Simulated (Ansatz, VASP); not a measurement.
## Two plane-wave programs on SiC

```xyz
2
Lattice="2.6378 0.0000 0.0000 0.0000 2.6378 0.0000 0.0000 0.0000 2.6378" Properties=species:S:1:pos:R:3 pbc="T T T"
Si    1.3189    1.3189    1.3189
C     0.0000    0.0000    0.0000
```

Alike in both runs: functional PBE; k mesh 6 × 6 × 6; occupations gaussian, width 0.1 eV; no spin polarisation.

Ansatz relaxed the structure, and its values are those at the end. VASP's run is a single point on that final structure, the one shown.

```csv
,VASP,Ansatz
version,VASP 6.6.1,Ansatz 0.2.0
potentials or method,"VASP PAW PBE potentials, release 64 (Si, C), cutoff 520 eV","scalar-relativistic, plane waves, PAW"
valence electrons in the cell,8,8
```

Ansatz gave:

```
gap on the k mesh at the Fermi level (eV) : none
pressure (GPa)                            : -0.1
```

Task: Estimate VASP's values.

Result: gap on the k mesh at the Fermi level (eV): none; pressure (GPa): 0.0.

A gap of «none» marks a metal or a gap that the smearing closes.

The k mesh is coarse, so the values compare programs but aren't converged.
